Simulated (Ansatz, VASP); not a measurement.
# P in VASP and in Ansatz

```
P
1.0
     1.65189   -5.34325    0.00000
     1.65189    5.34325    0.00000
     0.00000    0.00000    4.46504
P
4
Direct
  0.90089 0.09911 0.08504
  0.59911 0.40089 0.58504
  0.09911 0.90089 0.91496
  0.40089 0.59911 0.41496
```

Alike in both runs: task single point; functional PBE; k mesh 8 × 8 × 6; occupations fermi-dirac, width 0.02 eV; no spin polarisation.

```csv
,VASP,Ansatz
version,VASP 6.6.1,Ansatz 0.2.0
potentials or method,"VASP PAW PBE potentials, release 64 (P)","plane waves, PAW"
plane-wave cutoff (eV),520,420
valence electrons in the cell,20,20
```

Ansatz gave:

| Item | Value |
| --- | --- |
| pressure (GPa) | 1.9 |
| traceless stress, the component that is largest in VASP (GPa) | -0.19 |
| rms of the force components (eV/Å) | 0.127 |

**Question.** What did VASP give for the same quantities?

**Answer.** Pressure (GPa): 1.6; traceless stress, the component that is largest in VASP (GPa): -0.19; rms of the force components (eV/Å): 0.098.

Atom by atom the forces differ by 0.031 eV/Å (rms over components).
